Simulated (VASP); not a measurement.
Runs of VASP 6.6.1 on RePb. The structure is that of space group Pm-3m (No. 221), or close to it. The cells are those of the table. 

```tsv
task	cell	k mesh	cutoff (eV)	gap on the mesh (eV)	pressure (GPa)	relaxed volume (Å³/atom)
relaxation of cell and atoms	relaxed from a = 3.374 Å, 2 atoms	16 × 16 × 16	600	none	0.0	(a)
single point	a = 3.594 Å, 2 atoms	6 × 6 × 6	520	none	-18.6	-
single point	a = 3.374 Å, 2 atoms	6 × 6 × 6	520	none	-0.4	-
relaxation of cell and atoms	relaxed from a = 3.594 Å, 2 atoms	6 × 6 × 6	600	none	0.1	19.15
single point	a = 3.373 Å, 2 atoms	16 × 16 × 16	520	none	(b)	-
```

Alike in all rows: level PBE; potentials or basis VASP PAW PBE potentials, release 64 (Re, Pb_d); no spin polarisation; smearing gaussian 0.1 eV.

**Question.** Fill in the values left out.

**Answer.** (a) 19.18; (b) -0.1.

Caveats: spin-orbit coupling is left out, which moves the levels of the heavy elements; the cell stands under tension (at least some runs); the volume moved by over 15 % at a fixed basis, so the end points are rough (at least some runs).

A k mesh can miss the band edges, and the runs leave out spin-orbit coupling on Pb, Re.

A gap of «none» marks levels without a gap at the run's occupations.
